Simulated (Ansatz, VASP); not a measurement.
AlO2 in VASP and in Ansatz

Contents of INCAR:

```
ALGO = Normal
EDIFF = 1E-6
ENCUT = 520
GGA = PE
ISIF = 2
ISMEAR = 0
LASPH = T
LCHARG = F
LREAL = F
LWAVE = F
NBANDS = 24
NELM = 100
PREC = Accurate
SIGMA = 0.1
```

KPOINTS

```
k-points
0
Gamma
  12 12 10
```

The input POSCAR:

```
AlO2
1.0
    1.4881620000     -5.4028330000      0.0000000000
    1.4881620000      5.4028330000      0.0000000000
    0.0000000000      0.0000000000      3.6466120000
Al O
2 4
Direct
    0.3318670000      0.6681330000      0.2500000000
    0.6681330000      0.3318670000      0.7500000000
    0.7058160000      0.2941840000      0.2500000000
    0.2941840000      0.7058160000      0.7500000000
    0.9389280000      0.0610720000      0.2500000000
    0.0610720000      0.9389280000      0.7500000000
```

Input for Ansatz:

```yaml
crystal:
  lattice:
    - [1.488162, -5.402833, 0.0]
    - [1.488162, 5.402833, 0.0]
    - [0.0, 0.0, 3.646612]
  atoms:
    - { symbol: Al, position: [0.331867, 0.668133, 0.25] }
    - { symbol: Al, position: [0.668133, 0.331867, 0.75] }
    - { symbol: O, position: [0.705816, 0.294184, 0.25] }
    - { symbol: O, position: [0.294184, 0.705816, 0.75] }
    - { symbol: O, position: [0.938928, 0.061072, 0.25] }
    - { symbol: O, position: [0.061072, 0.938928, 0.75] }
basis:
  ecutwfc: 420
kpoints:
  mp_grid: { grid: [12, 12, 10] }
hamiltonian:
  xc: pbe
scf:
  occupations: { method: gaussian, width: 0.1 }
  lower_state_search: "off"
output:
  forces: true
  stress: true
  eigenvalues: true
```

Alike in both runs: task single point; functional PBE; k mesh 12 × 12 × 10; occupations gaussian, width 0.1 eV; no spin polarisation.

|  | VASP | Ansatz |
| --- | --- | --- |
| version | VASP 6.6.1 | Ansatz 0.2.0 |
| potentials or method | VASP PAW PBE potentials, release 64 (Al, O), cutoff 520 eV | scalar-relativistic, plane waves, PAW |
| valence electrons in the cell | 30 | 30 |

```tsv
	VASP	Ansatz	Ansatz less VASP
gap on the k mesh at the Fermi level (eV)	none	none	-
pressure (GPa)	-1.3	-1.2	+0.14
traceless stress, the component that is largest in VASP (GPa)	1.31	1.42	+0.110
rms of the force components (eV/Å)	0.250	0.249	-0.0008
```

Atom by atom the forces differ by 0.004 eV/Å (rms over components). A gap of «none» marks a metal or a gap that the smearing closes.
